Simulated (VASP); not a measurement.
Runs of VASP 6.6.1 on Ti. The structure is that of space group P6_3/mmc (No. 194), or close to it. The cells are those of the table. 

```csv
cell,gap on the mesh (eV),pressure (GPa)
"a = 2.971, b = 2.971, c = 9.506 Å, angles 90.0, 90.0, 120.0°, 4 atoms",none,-8.0
"a = 2.856, b = 2.856, c = 9.140 Å, angles 90.0, 90.0, 120.0°, 4 atoms",none,(b)
"a = 2.895, b = 2.895, c = 9.265 Å, angles 90.0, 90.0, 120.0°, 4 atoms",none,-0.2
"a = 2.933, b = 2.933, c = 9.387 Å, angles 90.0, 90.0, 120.0°, 4 atoms",none,-4.4
"a = 2.816, b = 2.816, c = 9.011 Å, angles 90.0, 90.0, 120.0°, 4 atoms",none,(a)
```

Alike in all rows: task single point; level PBEsol; potentials or basis VASP PAW PBE potentials, release 64 (Ti_sv); no spin polarisation; k mesh 14 × 14 × 4; cutoff (eV) 520; smearing fermi-dirac 0.1 eV.

**Question.** Fill in the values left out.

**Answer.** (a) 10.8; (b) 4.8.

Caveats: the PAW data sets were made with another functional, which shifts forces and pressure a little; the cell stands under tension (at least some runs); the cell stands under pressure (at least some runs).

A gap of «none» marks levels without a gap at the run's occupations.
